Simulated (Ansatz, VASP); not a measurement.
## Sc: VASP beside Ansatz

INCAR

```
PREC = Accurate
ENCUT = 520
EDIFF = 1E-6
ISMEAR = -1
SIGMA = 0.03
LREAL = F
LASPH = T
NELM = 100
ALGO = Normal
ISIF = 2
LWAVE = F
LCHARG = T
GGA = PE
LELF = T
LVHAR = T
NBANDS = 18
```

Contents of KPOINTS:

```
regular mesh
0
Gamma
  10 10 10
```

POSCAR

```
Sc
1.0
    0.0000000000      3.1643531195      3.1643531195
    3.1643531195      0.0000000000      3.1643531195
    3.1643531195      3.1643531195      0.0000000000
Sc
2
Direct
    0.0000000000      0.0000000000      0.0000000000
    0.2500000000      0.2500000000      0.2500000000
```

Input for Ansatz:

```yaml
crystal:
  lattice:
    - [0.0, 3.1643531195, 3.1643531195]
    - [3.1643531195, 0.0, 3.1643531195]
    - [3.1643531195, 3.1643531195, 0.0]
  atoms:
    - { symbol: Sc, position: [0.0, 0.0, 0.0] }
    - { symbol: Sc, position: [0.25, 0.25, 0.25] }
kpoints:
  mp_grid: { grid: [10, 10, 10] }
scf:
  occupations: { method: fermi_dirac, width: 0.03 }
hamiltonian:
  xc: pbe
  pseudopotentials: { kind: all_electron, lapw: { basis_error: 0.00025 } }
output:
  forces: true
  stress: true
  eigenvalues: true
```

Change from the starting cell: volume scaled by 0.9405.

Alike in both runs: task single point; functional PBE; k mesh 10 × 10 × 10; occupations fermi-dirac, width 0.03 eV; no spin polarisation.

|  | VASP | Ansatz |
| --- | --- | --- |
| version | VASP 6.6.1 | Ansatz 0.2.0 |
| potentials or method | VASP PAW PBE potentials, release 64 (Sc_sv), cutoff 520 eV | all-electron LAPW, scalar-relativistic |

|  | VASP | Ansatz | Ansatz less VASP |
| --- | --- | --- | --- |
| pressure (GPa) | 1.1 | 1.0 | -0.04 |

Ansatz ran all-electron here, and VASP with PAW potentials.
